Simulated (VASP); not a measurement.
Here is a VASP 6.6.1 calculation.

INCAR

```
  PREC = Accurate
  ENCUT = 520
  EDIFF = 1E-7
  ISMEAR = -1
  SIGMA = 0.05
  LREAL = F
  LASPH = T
  NELM = 60
  ALGO = Normal
  ISIF = 2
  LWAVE = F
  LCHARG = F
  GGA = CA
  NBANDS = 15
```

File KPOINTS:

```
Automatic mesh
0
Gamma
  7 7 7
```

The input POSCAR:

```
BaTe
1.0
    0.0000000000      3.4100000000      3.4100000000
    3.4100000000      0.0000000000      3.4100000000
    3.4100000000      3.4100000000      0.0000000000
Ba Te
1 1
Direct
    0.0000000000      0.0000000000      0.0000000000
    0.5000000000      0.5000000000      0.5000000000
```

Potentials or basis: VASP PAW LDA potentials, release 64 (Ba_sv, Te).

Command:

```console
$ cat potpaw_LDA.64/Ba_sv/POTCAR potpaw_LDA.64/Te/POTCAR > POTCAR
$ mpirun -np 1 vasp_std > vasp.out
```

Problem. Estimate the pressure.

Solution. 1.2 GPa.

Problem. What does it give for the band gap on the k mesh?

Solution. 1.26 eV, indirect (least direct gap 1.64 eV).

Caveat: spin-orbit coupling is left out, which moves the levels of the heavy elements. A k mesh can miss the band edges.
